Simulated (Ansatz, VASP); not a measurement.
## Sc in VASP and in Ansatz

Contents of INCAR:

```
SYSTEM = Sc
PREC = Accurate
ENCUT = 520
EDIFF = 1E-6
ISMEAR = -1
SIGMA = 0.1
LREAL = .False.
LASPH = .True.
NELM = 100
ALGO = Normal
ISIF = 2
LWAVE = .False.
LCHARG = .False.
GGA = RP
NBANDS = 12
```

File KPOINTS:

```
regular mesh
0
Gamma
  13 13 13
  0 0 0
```

Contents of POSCAR:

```
Sc
1.0
    0.0000000000      2.4063319965      2.4063319965
    2.4063319965      0.0000000000      2.4063319965
    2.4063319965      2.4063319965      0.0000000000
Sc
1
Direct
    0.0000000000      0.0000000000      0.0000000000
```

Input for Ansatz:

```yaml
crystal:
  lattice:
    - [0.0, 2.4063319965, 2.4063319965]
    - [2.4063319965, 0.0, 2.4063319965]
    - [2.4063319965, 2.4063319965, 0.0]
  atoms:
    - { symbol: Sc, position: [0.0, 0.0, 0.0] }
hamiltonian:
  xc: rpbe
  pseudopotentials:
    kind: paw
    azcp:
      Sc: "pseudopotentials/Sc.paw.azcp"
basis:
  ecutwfc: 420
  fft_grid_basis: typed
kpoints:
  mp_grid: { grid: [13, 13, 13], shift: [0, 0, 0] }
magnetization:
  spin_polarized: false
scf:
  occupations: { method: fermi_dirac, width: 0.1 }
  lower_state_search: "off"
output:
  stress: true
  write_density: true
  write_potential: true
  elf: true
  volumetric_format: npy
```

Alike in both runs: task single point; functional RPBE; k mesh 13 × 13 × 13; occupations fermi-dirac, width 0.1 eV; no spin polarisation.

|  | VASP | Ansatz |
| --- | --- | --- |
| version | VASP 6.6.1 | Ansatz 0.2.0 |
| potentials or method | VASP PAW PBE potentials, release 64 (Sc_sv), cutoff 520 eV | plane waves (420 eV) with PAW, scalar-relativistic |
| valence electrons in the cell | 11 | 11 |

```csv
,VASP,Ansatz,Ansatz less VASP
pressure (GPa),-3.3,-3.3,-0.02
```

VASP's potentials were made for PBE, not for RPBE. The functional is the same, so the differences come from potentials, cutoffs and numerics.
